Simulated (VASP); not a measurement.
CaOs, 2 atoms in the cell. The structure is trigonal, space group R-3m (No. 166). The conventional cell has a = 3.006 Å, b = 3.006 Å, c = 14.358 Å, α = 90.00°, β = 90.00°, γ = 120.00°. Ca (site symmetry -3m) has 6 Os at 2.96 Å and 6 Ca at 3.01 Å within 3.9 Å. Os (site symmetry -3m) has 6 Ca at 2.96 Å and 6 Os at 3.01 Å within 3.9 Å. The cell was generated, and may not be a known phase.

```yaml
Program: VASP 6.6.1
Task: single point
Functional: PBE
Potentials_or_basis: VASP PAW PBE potentials, release 64 (Ca_sv, Os)
Cutoff: 520 eV
k_mesh: 6 × 6 × 6
Occupations: gaussian, width 0.1 eV
Spin: no spin polarisation
Dipole_correction: no
Further_INCAR_settings: ALGO = Normal; EDIFF = 1e-07; NBANDS = 16
```

Potentials or basis: VASP PAW PBE potentials, release 64 (Ca_sv, Os).

The run is started by

```bash
$ cat potpaw_PBE.64/Ca_sv/POTCAR potpaw_PBE.64/Os/POTCAR > POTCAR
$ mpirun -np 1 vasp_std > vasp.out
```

Hardware: 1 thread of Intel(R) Xeon(R) 6975P-C (Granite Rapids), on a shared host.

Estimate the wall time of this run.

It took 30 s on 1 thread of Intel(R) Xeon(R) 6975P-C (Granite Rapids), on a shared host, peak memory 0.24 GiB. Counts: scf iterations 17, k points 32.
